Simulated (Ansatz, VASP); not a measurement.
## Two plane-wave programs on TiAl

```
CELL_PARAMETERS angstrom
2.86726 0.00000 0.00000
-1.43363 2.48312 0.00000
0.00000 0.00000 4.67808
ATOMIC_POSITIONS crystal
Ti 0.23340 0.17086 0.93587
Al 0.33333 0.66667 0.50000
```

Alike in both runs: task single point; functional PBEsol; k mesh 18 × 18 × 10; occupations gaussian, width 0.15 eV; no spin polarisation.

```csv
,VASP,Ansatz
version,VASP 6.6.1,Ansatz 0.2.0
potentials or method,"VASP PAW PBE potentials, release 64 (Ti_sv, Al), cutoff 520 eV","scalar-relativistic, plane waves, PAW"
valence electrons in the cell,15,15
```

```csv
,VASP,Ansatz,Ansatz less VASP
gap on the k mesh at the Fermi level (eV),none,none,-
pressure (GPa),3.6,3.6,-0.06
"traceless stress, the component that is largest in VASP (GPa)",-9.16,-9.13,+0.033
rms of the force components (eV/Å),1.571,1.569,-0.0025
```

VASP's potentials were made for PBE, not for PBEsol. Atom by atom the forces differ by 0.003 eV/Å (rms over components). A gap of «none» marks a metal or a gap that the smearing closes.
